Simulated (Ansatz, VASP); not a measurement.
## Zr in VASP and in Ansatz

```
Zr
1.0
    -1.78772    1.78772    1.78772
     1.78772   -1.78772    1.78772
     1.78772    1.78772   -1.78772
Zr
1
Direct
  0.00000 0.00000 0.00000
```

Alike in both runs: functional PBE; k mesh 16 × 16 × 16; occupations fermi-dirac, width 0.05 eV; no spin polarisation.

Ansatz relaxed the structure, and its values are those at the end. VASP's run is a single point on that final structure, the one shown.

|  | VASP | Ansatz |
| --- | --- | --- |
| version | VASP 6.6.1 | Ansatz 0.2.0 |
| potentials or method | VASP PAW PBE potentials, release 64 (Zr_sv) | PAW with Ansatz's default frozen-core files, scalar-relativistic |
| plane-wave cutoff (eV) | 520 | 420 |
| valence electrons in the cell | 12 | 12 |

|  | VASP | Ansatz | Ansatz less VASP |
| --- | --- | --- | --- |
| pressure (GPa) | 0.0 | 0.0 | -0.04 |

The functional is the same, so the differences come from potentials, cutoffs and numerics.
